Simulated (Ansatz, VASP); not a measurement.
LuGaP2 in VASP and in Ansatz

```
CELL_PARAMETERS angstrom
3.76973 0.00000 0.00000
0.00000 3.76973 0.00000
0.00000 0.00000 5.53873
ATOMIC_POSITIONS crystal
Ga 0.00000 0.00000 0.00000
P 0.00000 0.00000 0.50000
P 0.50000 0.50000 0.00000
Lu 0.50000 0.50000 0.50000
```

Alike in both runs: task single point; functional r2SCAN; k mesh 8 × 8 × 6; occupations fermi-dirac, width 0.02 eV; no spin polarisation.

```csv
,VASP,Ansatz
version,VASP 6.6.1,Ansatz 0.2.0
potentials or method,"VASP PAW PBE potentials, release 64 (Ga_d, P, Lu)","plane waves, PAW"
plane-wave cutoff (eV),520,500
valence electrons in the cell,48,48
```

Ansatz gave:

| Property | Result |
| --- | --- |
| pressure (GPa) | -0.1 |

What did VASP give for the same quantities?

Pressure (GPa): 0.1.

VASP's potentials were made for PBE, not for r2SCAN.

Neither program's run includes spin-orbit coupling.
